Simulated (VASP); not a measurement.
Sn:

```
Sn
1.0
     0.00000    3.27589    3.27589
     3.27589    0.00000    3.27589
     3.27589    3.27589    0.00000
Sn
2
Direct
  0.75000 0.75000 0.75000
  0.50000 0.50000 0.50000
```

This cell differs from its parent crystal: volume scaled by 1.04.

Program: VASP 6.6.1. Alike in all runs: task single point; no spin polarisation; cell as given; k mesh 7 × 7 × 7; cutoff (eV) 520; smearing fermi-dirac 0.05 eV.

Problem. Order these runs on this cell by their pressure, lowest first.
A. level LDA; potentials or basis VASP PAW LDA potentials, release 64 (Sn_d)
B. level r2SCAN; potentials or basis VASP PAW PBE potentials, release 64 (Sn_d)
C. level BLYP; potentials or basis VASP PAW PBE potentials, release 64 (Sn_d)
D. level PBE; potentials or basis VASP PAW PBE potentials, release 64 (Sn_d)

Solution. A (-1.5 GPa), B (0.3 GPa), D (1.8 GPa), C (4.4 GPa).

Caveats: the PAW data sets were made with another functional, which shifts forces and pressure a little (some runs).
